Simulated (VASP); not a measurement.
# PbSe (Fm-3m) in VASP: a series of runs, part 2 of 2

VASP 6.6.1. Earlier steps stand in the parts before.

## 5. Single point, PBE+D3(BJ) (volume 30.237 Å^3 an atom, c/a of the conventional cell 1.0000)

Contents of INCAR:

```
SYSTEM = PbSe
PREC = Accurate
ENCUT = 520
EDIFF = 1E-7
ISMEAR = 0
SIGMA = 0.03
LREAL = .FALSE.
LASPH = .TRUE.
NELM = 80
ALGO = Normal
ISIF = 2
LWAVE = .FALSE.
LCHARG = .FALSE.
GGA = PE
IVDW = 12
NBANDS = 17
```

Contents of KPOINTS:

```
Automatic mesh
0
G
  10 10 10
  0 0 0
```

Contents of POSCAR:

```
PbSe
1.0
    0.0000000000      3.1153934320      3.1153934320
    3.1153934320      0.0000000000      3.1153934320
    3.1153934320      3.1153934320      0.0000000000
Pb Se
1 1
Direct
    0.0000000000      0.0000000000      0.0000000000
    0.5000000000      0.5000000000      0.5000000000
```

Potentials or basis: VASP PAW PBE potentials, release 64 (Pb_d, Se).

The run is started by

```sh
cat potpaw_PBE.64/Pb_d/POTCAR potpaw_PBE.64/Se/POTCAR > POTCAR
mpirun -np 1 vasp_std > vasp.out
```

OUTCAR:

```text
SYSTEM = PbSe
   PREC = Accurate
   ENCUT = 520
   EDIFF = 1E-7
   ISMEAR = 0
   LREAL = .FALSE.
   LASPH = .TRUE.
   NELM = 80
   ISIF = 2
   GGA = PE
   IVDW = 12
 IVDW          = 12

 ion  position               nearest neighbor table
   1  0.000  0.000  0.000-   2 3.12   2 3.12   2 3.12   2 3.12   2 3.12   2 3.12
   2  0.500  0.500  0.500-   1 3.12   1 3.12   1 3.12   1 3.12   1 3.12   1 3.12

  LATTYP: Found a face centered cubic cell.
 ALAT       =     6.2307868640

  Lattice vectors:

 A1 = (   0.0000000000,   3.1153934320,   3.1153934320)
 A2 = (   3.1153934320,   0.0000000000,   3.1153934320)
 A3 = (   3.1153934320,   3.1153934320,   0.0000000000)

Analysis of symmetry for initial positions (statically):
=====================================================================
 Subroutine PRICEL returns:
 Original cell was already a primitive cell.

 Routine SETGRP: Setting up the symmetry group for a
 face centered cubic supercell.

 Subroutine GETGRP returns: Found 48 space group operations
 (whereof 48 operations were pure point group operations)
 out of a pool of 48 trial point group operations.

The static configuration has the point symmetry O_h .

Analysis of symmetry for dynamics (positions and initial velocities):
=====================================================================
 Subroutine PRICEL returns:
 Original cell was already a primitive cell.

 Routine SETGRP: Setting up the symmetry group for a
 face centered cubic supercell.

 Subroutine GETGRP returns: Found 48 space group operations
 (whereof 48 operations were pure point group operations)
 out of a pool of 48 trial point group operations.

The dynamic configuration has the point symmetry O_h .

 Subroutine INISYM returns: Found 48 space group operations
 (whereof 48 operations are pure point group operations),
 and found     1 'primitive' translations

----------------------------------------------------------------------------------------

                                     Primitive cell

  volume of cell :      60.4740

  direct lattice vectors                    reciprocal lattice vectors
     0.000000000  3.115393432  3.115393432    -0.160493373  0.160493373  0.160493373
     3.115393432  0.000000000  3.115393432     0.160493373 -0.160493373  0.160493373
     3.115393432  3.115393432  0.000000000     0.160493373  0.160493373 -0.160493373

  length of vectors
     4.405831644  4.405831644  4.405831644     0.277982676  0.277982676  0.277982676

  position of ions in fractional coordinates (direct lattice)
     0.000000000  0.000000000  0.000000000
     0.500000000  0.500000000  0.500000000

  ion indices of the primitive-cell ions
   primitive index   ion index
                 1           1
                 2           2

----------------------------------------------------------------------------------------

 KPOINTS: Automatic mesh

Automatic generation of k-mesh.
 Grid dimensions read from file:
 generate k-points for:   10   10   10

 Generating k-lattice:

  Cartesian coordinates                     Fractional coordinates (reciprocal lattice)
    -0.016049337  0.016049337  0.016049337     0.100000000  0.000000000  0.000000000
     0.016049337 -0.016049337  0.016049337     0.000000000  0.100000000  0.000000000
     0.016049337  0.016049337 -0.016049337     0.000000000  0.000000000  0.100000000

  Length of vectors
     0.027798268  0.027798268  0.027798268

  Shift w.r.t. Gamma in fractional coordinates (k-lattice)
     0.000000000  0.000000000  0.000000000

 Subroutine IBZKPT returns following result:
 ===========================================

 Found     47 irreducible k-points:

 Following reciprocal coordinates:
            Coordinates               Weight
  0.000000  0.000000  0.000000      1.000000
  0.100000  0.000000  0.000000      8.000000
  0.200000  0.000000  0.000000      8.000000
  0.300000  0.000000  0.000000      8.000000
  0.400000  0.000000  0.000000      8.000000
  0.500000  0.000000  0.000000      4.000000
[... 16 lines left out ...]
  0.300000  0.300000  0.000000      6.000000
  0.400000  0.300000  0.000000     24.000000
 [... further k-points ...]
   k-points           NKPTS =     47   k-points in BZ     NKDIM =     47   number of bands    NBANDS=     17
   number of dos      NEDOS =    301   number of ions     NIONS =      2
   total plane-waves  NPLWV =  46656
   dimension x,y,z NGX =    36 NGY =   36 NGZ =   36
   dimension x,y,z NGXF=    72 NGYF=   72 NGZF=   72
   ions per type =               1   1
   NGX,Y,Z   is equivalent  to a cutoff of  13.58, 13.58, 13.58 a.u.
   NGXF,Y,Z  is equivalent  to a cutoff of  27.17, 27.17, 27.17 a.u.
 SYSTEM =  PbSe
   PREC   = accura    normal or accurate (medium, high low for compatibility)
   ISTART =      0    job   : 0-new  1-cont  2-samecut
   ICHARG =      2    charge: 1-file 2-atom 10-const
   ISPIN  =      1    spin polarized calculation?
   LNONCOLLINEAR =      F non collinear calculations
   LSORBIT =      F    spin-orbit coupling
   LASPH  =      T    aspherical Exc in radial PAW
   ENCUT  =  520.0 eV  38.22 Ry    6.18 a.u.   8.19  8.19  8.19*2*pi/ulx,y,z
   NELM   =     80;   NELMIN=  2; NELMDL= -5     # of ELM steps
   EDIFF  = 0.1E-06   stopping-criterion for ELM
   LREAL  =      F    real-space projection
   EDIFFG = 0.1E-05   stopping-criterion for IOM
   NSW    =      0    number of steps for IOM
   IBRION =     -1    ionic relax: 0-MD 1-quasi-New 2-CG
   NFREE  =      0    steps in history (QN), initial steepest desc. (CG)
   ISIF   =      2    stress and relaxation
   ISYM   =      2    0-nonsym 1-usesym 2-fastsym
   POTIM  = 0.5000    time-step for ionic-motion
   TEBEG  =    0.0;   TEEND  =   0.0 temperature during run
   PSTRESS=    0.0 pullay stress
   NELECT =      20.0000    total number of electrons
   NUPDOWN=      -1.0000    fix difference up-down
   EMIN   =  10.00;   EMAX   =-10.00  energy-range for DOS
   EFERMI =   0.00;   METHOD = LEGACY
   ISMEAR =     0;   SIGMA  =   0.03  broadening in eV -4-tet -1-fermi 0-gaus
   EFERMI_NEDOS =   21; number of points for ismear=-14 and -15
   IALGO  =     38    algorithm
   IMIX   =      4    mixing-type and parameters
     AMIX     =   0.40;   BMIX     =  1.00
     AMIX_MAG =   1.60;   BMIX_MAG =  1.00
  volume/ion in A,a.u.               =      30.24       204.05
  Fermi-wavevector in a.u.,A,eV,Ry     =   1.132127  2.139410 17.438754  1.281712
  Thomas-Fermi vector in A             =   2.268828
   LORBIT       =      0    0 simple, 1 ext, 2 COOP (PROOUT), +10 PAW based schemes
   GGA     = PE    functional components
   LHFCALC =     F    Hartree Fock is set to
   AEXX    =    0.0000 exact exchange contribution
   IVDW    =    12    specifies the selected vdW correction
   LEPSILON=     F    determine dielectric tensor
   LRPA    =     F    only Hartree local field effects (RPA)
 non-spin polarized calculation
 Gauss-broadening in eV      SIGMA  =   0.03
  energy-cutoff  :      520.00
  volume of cell :       60.47
 maximum number of plane-waves:      1660
 NGX is ok and might be reduce to    36
   NGX = 17   NGY = 17   NGZ = 17

 number of electron      20.0000002 magnetization

 Free energy of the ion-electron system (eV)
  ---------------------------------------------------
  ext. energy  EPLUGINS =         0.00000000
  ---------------------------------------------------
  free energy    TOTEN  =        -8.19789388 eV

  energy without entropy =       -8.19789388  energy(sigma->0) =       -8.19789388

 E-fermi :   4.5656     XC(G=0):  -9.2866

 val. band max:        4.3902469979   @ k =   0.5000   0.0000   0.0000
 cond. band min:       4.8459504314   @ k =   0.5000   0.0000   0.0000
 fundamental gap:      0.4557034335
 Fermi energy:         4.5655838575

 k-point     1 :       0.0000    0.0000    0.0000
  band No.  band energies     occupation
      1     -12.3318      2.00000
      2     -12.3318      2.00000
      3     -12.3318      2.00000
      4     -12.3254      2.00000
      5     -12.3254      2.00000
      6      -8.7301      2.00000
[... 9 lines left out ...]
     16      11.0563      0.00000
     17      12.5116      0.00000
[... 441 lines left out ...]
 k-point    24 :       0.4000    0.3000    0.0000
  band No.  band energies     occupation
      1     -12.3898      2.00000
      2     -12.3410      2.00000
      3     -12.3167      2.00000
      4     -12.3048      2.00000
      5     -12.3025      2.00000
      6      -7.7806      2.00000
[... 9 lines left out ...]
     16      15.0834      0.00000
     17      15.8020      0.00000

 [... further k-points ...]

------------------------ aborting loop because EDIFF is reached ----------------------------------------

 Edisp (eV)   -0.69778

 E8    (eV) :    -0.3258

  FORCE on cell =-STRESS in cart. coord.  units (eV):
  Direction    XX          YY          ZZ          XY          YZ          ZX
  --------------------------------------------------------------------------------------
  -------------------------------------------------------------------------------------
  Total      -0.80723    -0.80723    -0.80723    -0.00000     0.00000     0.00000
  in kB     -21.38659   -21.38659   -21.38659    -0.00000     0.00000     0.00000
  external pressure =      -21.39 kB  Pullay stress =        0.00 kB

 VOLUME and BASIS-vectors are now :
 -----------------------------------------------------------------------------
  energy-cutoff  :      520.00
  volume of cell :       60.47
      direct lattice vectors                 reciprocal lattice vectors
     0.000000000  3.115393432  3.115393432    -0.160493373  0.160493373  0.160493373
     3.115393432  0.000000000  3.115393432     0.160493373 -0.160493373  0.160493373
     3.115393432  3.115393432  0.000000000     0.160493373  0.160493373 -0.160493373

 POSITION                                       TOTAL-FORCE (eV/Angst)
 -----------------------------------------------------------------------------------
      0.00000      0.00000      0.00000         0.000000      0.000000     -0.000000
      3.11539      3.11539      3.11539        -0.000000     -0.000000      0.000000
 -----------------------------------------------------------------------------------
    total drift:                                0.000000      0.000000      0.000000

  FREE ENERGIE OF THE ION-ELECTRON SYSTEM (eV)
  ---------------------------------------------------
  free  energy   TOTEN  =        -8.8956725426 eV

  energy  without entropy=       -8.8956725426  energy(sigma->0) =       -8.89567254
```

OSZICAR:

```text
N       E                     dE             d eps       ncg     rms          rms(c)
DAV:   1     0.156094358239E+03    0.15609E+03   -0.94428E+03  1598   0.118E+03
DAV:   2     0.335740777682E+01   -0.15274E+03   -0.14793E+03  1695   0.304E+02
DAV:   3    -0.823946557646E+01   -0.11597E+02   -0.11440E+02  2050   0.889E+01
DAV:   4    -0.851528364677E+01   -0.27582E+00   -0.27564E+00  1946   0.156E+01
DAV:   5    -0.852489202160E+01   -0.96084E-02   -0.96080E-02  2332   0.281E+00    0.270E+00
DAV:   6    -0.819837132141E+01    0.32652E+00   -0.83181E-01  2349   0.589E+00    0.146E+00
DAV:   7    -0.819459654921E+01    0.37748E-02   -0.13049E-01  1874   0.167E+00    0.835E-01
DAV:   8    -0.819843033984E+01   -0.38338E-02   -0.15237E-02  1894   0.129E+00    0.194E-01
DAV:   9    -0.819779254597E+01    0.63779E-03   -0.33853E-03  2406   0.522E-01    0.622E-02
DAV:  10    -0.819788605073E+01   -0.93505E-04   -0.25779E-04  1860   0.929E-02    0.223E-02
DAV:  11    -0.819789380576E+01   -0.77550E-05   -0.58931E-05  2107   0.774E-02    0.854E-03
DAV:  12    -0.819789385859E+01   -0.52830E-07   -0.31032E-06  2098   0.120E-02    0.211E-03
DAV:  13    -0.819789387965E+01   -0.21058E-07   -0.21863E-07  1940   0.415E-03
   1 F= -.88956725E+01 E0= -.88956725E+01  d E =-.989880E-19
```

stdout:

```text
POSCAR found type information on POSCAR PbSe
 POSCAR found :  2 types and       2 ions
 scaLAPACK will be used
 LDA part: xc-table for (Slater+PW92), standard interpolation
 POSCAR, INCAR and KPOINTS ok, starting setup
 FFT: planning ... GRIDC
 FFT: planning ... GRID_SOFT
 FFT: planning ... GRID
 WAVECAR not read
 entering main loop
```

Run time: 47 s. Hardware: 1 thread of Intel Xeon Platinum 8488C (Sapphire Rapids), shared host; peak memory 0.23 GiB.

Results:

```yaml
Free_energy: -8.8957 eV
Pressure: -2.1 GPa
Band_gap_on_the_k_mesh: 0.46 eV, direct
Dispersion_energy_per_atom: -0.349 eV
```

Levels at points of the mesh, in eV from the valence-band top:
```
           k point  band 6  band 7  band 8  band 9  band 10  band 11  band 12  band 13  band 14  band 15
(0.00, 0.00, 0.00)  -13.12   -6.35   -1.60   -1.60    -1.60     4.63     4.63     4.63     6.67     6.67
(0.50, 0.00, 0.00)  -12.18   -8.48   -1.23   -1.23     0.00     0.46     1.84     1.84     8.52    10.09
(0.50, 0.50, 0.00)  -11.88   -7.26   -4.51   -2.87    -2.87     3.95     5.45     5.45     5.86    11.21
```

Caveat: spin-orbit coupling is left out, which moves the levels of the heavy elements. A k mesh can miss the band edges.

## 6. The runs side by side

```tsv
cell	gap on the mesh (eV)	pressure (GPa)
a = 4.267 Å, angles 60.0°, 2 atoms	0.14	2.8
a = 4.303 Å, angles 60.0°, 2 atoms	0.23	1.3
a = 4.372 Å, angles 60.0°, 2 atoms	0.39	-1.2
a = 4.406 Å, angles 60.0°, 2 atoms	0.46	-2.1
```

Alike in all rows: task single point; level PBE+D3(BJ); potentials or basis VASP PAW PBE potentials, release 64 (Pb_d, Se); no spin polarisation; k mesh 10 × 10 × 10; cutoff (eV) 520; smearing gaussian 0.03 eV.

Caveats: spin-orbit coupling is left out, which moves the levels of the heavy elements.

Absolute energies hang on the potentials; compare differences alone.
